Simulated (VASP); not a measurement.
# Al in VASP: a series of runs, part 2 of 2

VASP 6.6.1. The steps go on from the part before.

## Step 4: Single point, PBE

This run uses another cell than the first one, of 20.31 Å³/atom, 1.008 times its volume.

INCAR

```
PREC     = Accurate       # precision mode
ENCUT    = 520            # plane-wave cutoff, eV
EDIFF    = 1E-7           # SCF threshold, eV
ISMEAR   = 0              # smearing method
SIGMA    = 0.1            # smearing width, eV
LREAL    = F              # projectors in reciprocal space
LASPH    = T              # aspherical terms in the spheres
NELM     = 80             # most SCF steps
ALGO     = Normal         # electronic algorithm
ISIF     = 2              # what is computed and relaxed
LWAVE    = F              # write WAVECAR
LCHARG   = F              # write CHGCAR
GGA      = PE             # functional
NBANDS   = 8              # bands
```

KPOINTS

```
regular mesh
0
Gamma
  6 6 8
```

POSCAR

```
Al
1.0
    2.7630160418      0.0000000000      0.0000000000
    0.0000000000      2.7630160418      0.0000000000
    0.0000000000      0.0000000000      2.6608551303
Al
1
Direct
    0.5000000000      0.5000000000      0.5000000000
```

Potentials or basis: VASP PAW PBE potentials, release 64 (Al).

Command:

```bash
cat potpaw_PBE.64/Al/POTCAR > POTCAR
mpirun -np 1 vasp_std > vasp.out
```

OUTCAR:

```text
PREC = Accurate
   ENCUT = 520
   EDIFF = 1E-7
   ISMEAR = 0
   LREAL = F
   LASPH = T
   NELM = 80
   ISIF = 2
   GGA = PE

 ion  position               nearest neighbor table
   1  0.500  0.500  0.500-

  LATTYP: Found a simple tetragonal cell.
 ALAT       =     2.7630160418
 C/A-ratio  =     0.9630255815

  Lattice vectors:

 A1 = (   2.7630160418,   0.0000000000,   0.0000000000)
 A2 = (   0.0000000000,   2.7630160418,   0.0000000000)
 A3 = (   0.0000000000,   0.0000000000,   2.6608551303)

Analysis of symmetry for initial positions (statically):
=====================================================================
 Subroutine PRICEL returns:
 Original cell was already a primitive cell.

 Routine SETGRP: Setting up the symmetry group for a
 simple tetragonal supercell.

 Subroutine GETGRP returns: Found 16 space group operations
 (whereof 16 operations were pure point group operations)
 out of a pool of 16 trial point group operations.

The static configuration has the point symmetry D_4h.

Analysis of symmetry for dynamics (positions and initial velocities):
=====================================================================
 Subroutine PRICEL returns:
 Original cell was already a primitive cell.

 Routine SETGRP: Setting up the symmetry group for a
 simple tetragonal supercell.

 Subroutine GETGRP returns: Found 16 space group operations
 (whereof 16 operations were pure point group operations)
 out of a pool of 16 trial point group operations.

The dynamic configuration has the point symmetry D_4h.

 Subroutine INISYM returns: Found 16 space group operations
 (whereof 16 operations are pure point group operations),
 and found     1 'primitive' translations

----------------------------------------------------------------------------------------

                                     Primitive cell

  volume of cell :      20.3137

[... 108 lines left out ...]
  Fermi-wavevector in a.u.,A,eV,Ry     =   0.865338  1.635252 10.188182  0.748810
  Thomas-Fermi vector in A             =   1.983567
   LORBIT       =      0    0 simple, 1 ext, 2 COOP (PROOUT), +10 PAW based schemes
   GGA     = PE    functional components
   LHFCALC =     F    Hartree Fock is set to
   AEXX    =    0.0000 exact exchange contribution
   IVDW    =     0    specifies the selected vdW correction
   LEPSILON=     F    determine dielectric tensor
   LRPA    =     F    only Hartree local field effects (RPA)
 non-spin polarized calculation
 Gauss-broadening in eV      SIGMA  =   0.10
  energy-cutoff  :      520.00
  volume of cell :       20.31
 maximum number of plane-waves:       554
 NGX is ok and might be reduce to    24
   NGX = 11   NGY = 11   NGZ =  9

 number of electron       3.0000000 magnetization

 Free energy of the ion-electron system (eV)
  ---------------------------------------------------
  ext. energy  EPLUGINS =         0.00000000
  ---------------------------------------------------
  free energy    TOTEN  =        -3.33653674 eV

  energy without entropy =       -3.33470802  energy(sigma->0) =       -3.33562238

 E-fermi :   5.5726     XC(G=0):  -9.3936

 val. band max:        5.4931327876   @ k =   0.5000   0.0000   0.5000
 cond. band min:       5.6173155480   @ k =   0.3333   0.0000   0.2500
 fundamental gap:      0.1241827604
 Fermi energy:         5.5726251567

 k-point     1 :       0.0000    0.0000    0.0000
  band No.  band energies     occupation
      1      -3.9196      2.00000
      2      13.2854      0.00000
      3      13.7879      0.00000
      4      14.1685      0.00000
      5      14.1685      0.00000
      6      15.6691      0.00000
      7      20.9344      0.00000
      8      28.7322      0.00000
[... 243 lines left out ...]
 k-point    24 :       0.5000    0.0000    0.2500
  band No.  band energies     occupation
      1       1.4922      2.00000
      2       2.6869      2.00000
      3      10.9500      0.00000
      4      13.0184      0.00000
      5      18.4852      0.00000
      6      20.3891      0.00000
      7      21.0936      0.00000
      8      22.8839      0.00000

 [... further k-points ...]

------------------------ aborting loop because EDIFF is reached ----------------------------------------

  FORCE on cell =-STRESS in cart. coord.  units (eV):
  Direction    XX          YY          ZZ          XY          YZ          ZX
  --------------------------------------------------------------------------------------
  -------------------------------------------------------------------------------------
  Total        0.0445774      0.0445774      0.0135901      0.0000000      0.0000000      0.0000000
  in kB        3.5159095      3.5159095      1.0718746      0.0000000      0.0000000      0.0000000
  external PRESSURE =       2.7012312 kB  Pullay stress =       0.0000000 kB

 VOLUME and BASIS-vectors are now :
 -----------------------------------------------------------------------------
  energy-cutoff  :      520.00
  volume of cell :       20.31
      direct lattice vectors                 reciprocal lattice vectors
     2.763016042  0.000000000  0.000000000     0.361923342  0.000000000  0.000000000
     0.000000000  2.763016042  0.000000000     0.000000000  0.361923342  0.000000000
     0.000000000  0.000000000  2.660855130     0.000000000  0.000000000  0.375819032

 POSITION                                       TOTAL-FORCE (eV/Angst)
 -----------------------------------------------------------------------------------
      1.38151      1.38151      1.33043         0.000000      0.000000      0.000000
 -----------------------------------------------------------------------------------
    total drift:                               -0.000000     -0.000000     -0.000000

  FREE ENERGIE OF THE ION-ELECTRON SYSTEM (eV)
  ---------------------------------------------------
  free  energy   TOTEN  =        -3.3365367440 eV

  energy  without entropy=       -3.3347080225  energy(sigma->0) =       -3.33562238
```

OSZICAR:

```text
N       E                     dE             d eps       ncg     rms          rms(c)
DAV:   1    -0.174810066206E+01   -0.17481E+01   -0.10603E+03   808   0.239E+02
DAV:   2    -0.333469893647E+01   -0.15866E+01   -0.15584E+01  1080   0.178E+01
DAV:   3    -0.334494482726E+01   -0.10246E-01   -0.10233E-01  1016   0.177E+00
DAV:   4    -0.334498709083E+01   -0.42264E-04   -0.42263E-04  1104   0.826E-02
DAV:   5    -0.334498749068E+01   -0.39985E-06   -0.39970E-06  1016   0.670E-03    0.101E+00
DAV:   6    -0.333978132056E+01    0.52062E-02   -0.26822E-03   952   0.186E-01    0.591E-01
DAV:   7    -0.333653824800E+01    0.32431E-02   -0.64011E-03   896   0.286E-01    0.875E-02
DAV:   8    -0.333653802697E+01    0.22103E-06   -0.10765E-04  1112   0.515E-02    0.614E-03
DAV:   9    -0.333653689597E+01    0.11310E-05   -0.31929E-06  1016   0.818E-03    0.545E-03
DAV:  10    -0.333653676427E+01    0.13171E-06   -0.32442E-07  1088   0.218E-03    0.921E-04
DAV:  11    -0.333653674404E+01    0.20229E-07   -0.56379E-09   648   0.443E-04
   1 F= -.33365367E+01 E0= -.33356224E+01  d E =-.182872E-02
```

stdout:

```text
POSCAR found type information on POSCAR Al
 POSCAR found :  1 types and       1 ions
 scaLAPACK will be used
 LDA part: xc-table for (Slater+PW92), standard interpolation
 POSCAR, INCAR and KPOINTS ok, starting setup
 FFT: planning ... GRIDC
 FFT: planning ... GRID_SOFT
 FFT: planning ... GRID
 WAVECAR not read
 entering main loop
```

It took 4.2 s on 1 thread of Intel Xeon Platinum 8259CL at 2.50GHz (Skylake/Cascade Lake), shared host; peak memory 0.12 GiB.

Results:

```
Free energy : -3.3365 eV
Pressure    : 0.3 GPa
```

Stress tensor (GPa, compression positive):
```
0.35 0.00 0.00
0.00 0.35 0.00
0.00 0.00 0.11
```

Levels at points of the mesh, in eV from the Fermi level:
| k point | band 1 | band 2 | band 3 | band 4 | band 5 | band 6 | band 7 |
| --- | --- | --- | --- | --- | --- | --- | --- |
| (0.00, 0.00, 0.00) | -9.49 | 7.71 | 8.22 | 8.60 | 8.60 | 10.10 | 15.36 |
| (0.50, 0.00, 0.00) | -5.36 | -4.08 | 10.49 | 11.91 | 13.43 | 13.73 | 15.04 |
| (0.50, 0.50, 0.00) | -0.72 | -0.70 | -0.70 | 2.14 | 16.80 | 17.47 | 17.47 |
| (0.00, 0.00, 0.50) | -4.80 | -3.95 | 10.58 | 12.42 | 12.42 | 13.74 | 13.74 |
| (0.50, 0.00, 0.50) | -0.62 | -0.23 | -0.08 | 2.29 | 15.77 | 16.17 | 16.63 |
| (0.50, 0.50, 0.50) | 2.57 | 3.02 | 3.02 | 5.49 | 5.49 | 5.84 | 6.79 |

Caveat: the k points lie up to 0.38 Å⁻¹ apart.

## Step 5: Overview

| task | cell | k mesh | cutoff (eV) | gap on the mesh (eV) | pressure (GPa) |
| --- | --- | --- | --- | --- | --- |
| single point | a = 2.722 Å, 1 atom | 20 × 20 × 20 | 520 | none | 0.0 |
| relaxation of cell and atoms | relaxed from a = 2.763, b = 2.763, c = 2.661 Å, 1 atom | 20 × 20 × 20 | 600 | none | 0.0 |
| single point | a = 2.763, b = 2.763, c = 2.661 Å, 1 atom | 6 × 6 × 8 | 520 | none | 0.3 |

Alike in all rows: level PBE; potentials or basis VASP PAW PBE potentials, release 64 (Al); no spin polarisation; smearing gaussian 0.1 eV.

Caveats: some runs use coarse meshes.

Total energies depend on the potentials used, so only differences within one code and one set of settings carry meaning.
